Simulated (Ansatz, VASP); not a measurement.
## Ti2Al6H: VASP beside Ansatz

File INCAR:

```
ALGO = Normal ; DIPOL = 0.5 0.5 0.312
EDIFF = 1E-7 ; ENCUT = 520
GGA = PE ; IDIPOL = 3
ISIF = 2 ; ISMEAR = 0
IVDW = 12 ; LASPH = T
LCHARG = T ; LDIPOL = T
LELF = T ; LREAL = F
LVACPOTAV = T ; LVHAR = T
LWAVE = F ; NBANDS = 32
NELM = 100 ; PREC = Accurate
SIGMA = 0.1
```

Contents of KPOINTS:

```
k-points
0
Gamma
  6 6 1
```

The input POSCAR:

```
Ti2Al6H
1.0
    5.0241861190      0.0000000000      0.0000000000
    2.1588814530      4.5367033218      0.0000000000
    0.0000000000      0.0000000000     21.2187109014
Al Ti H
6 2 1
Direct
    0.5000000000      0.0000000000      0.1885128658
    0.0000000000      0.5000000000      0.1885128658
    0.0000000000      0.0000000000      0.2517328341
    0.0000000000      0.5000000000      0.3193548961
    0.5000000000      0.0000000000      0.3193548961
    0.5000000000      0.5000000000      0.3826203646
    0.5000000000      0.5000000000      0.2517328341
    0.0000000000      0.0000000000      0.3797002555
    0.6666666667      1.3333333333      0.5287178356
```

Input for Ansatz:

```yaml
crystal:
  lattice:
    - [5.024186119, 0.0, 0.0]
    - [2.158881453, 4.5367033218, 0.0]
    - [0.0, 0.0, 21.2187109014]
  atoms:
    - { symbol: Al, position: [0.5, 0.0, 0.1885128658] }
    - { symbol: Al, position: [0.0, 0.5, 0.1885128658] }
    - { symbol: Ti, position: [0.5, 0.5, 0.2517328341] }
    - { symbol: Al, position: [0.0, 0.0, 0.2517328341] }
    - { symbol: Al, position: [0.0, 0.5, 0.3193548961] }
    - { symbol: Al, position: [0.5, 0.0, 0.3193548961] }
    - { symbol: Ti, position: [0.0, 0.0, 0.3797002555] }
    - { symbol: Al, position: [0.5, 0.5, 0.3826203646] }
    - { symbol: H, position: [0.6666666667, 1.3333333333, 0.5287178356] }
basis:
  ecutwfc: 420
kpoints:
  mp_grid: { grid: [6, 6, 1] }
hamiltonian:
  xc: pbe
  pseudopotentials: { kind: paw, azcp: { folder: soft_1 } }
  dispersion: d3bj
scf:
  occupations: { method: gaussian, width: 0.1 }
output:
  forces: true
  eigenvalues: true
efield:
  axis: 3
  dipole_correction: true
  ramp_width: 0.04
```

Alike in both runs: task single point; functional PBE; dispersion D3(BJ); k mesh 6 × 6 × 1; occupations gaussian, width 0.1 eV; no spin polarisation.

|  | VASP | Ansatz |
| --- | --- | --- |
| version | VASP 6.6.1 | Ansatz 0.2.0 |
| potentials or method | VASP PAW PBE potentials, release 64 (Al, Ti_sv, H), cutoff 520 eV | scalar-relativistic, plane waves, PAW |
| valence electrons in the cell | 43 | 43 |

```tsv
	VASP	Ansatz	Ansatz less VASP
gap on the k mesh at the Fermi level (eV)	none	none	-
rms of the force components (eV/Å)	0.329	0.329	0.0000
work function, face that differs most (eV)	4.18	4.18	-0.003
```

A gap of «none» marks a metal or a gap that the smearing closes.
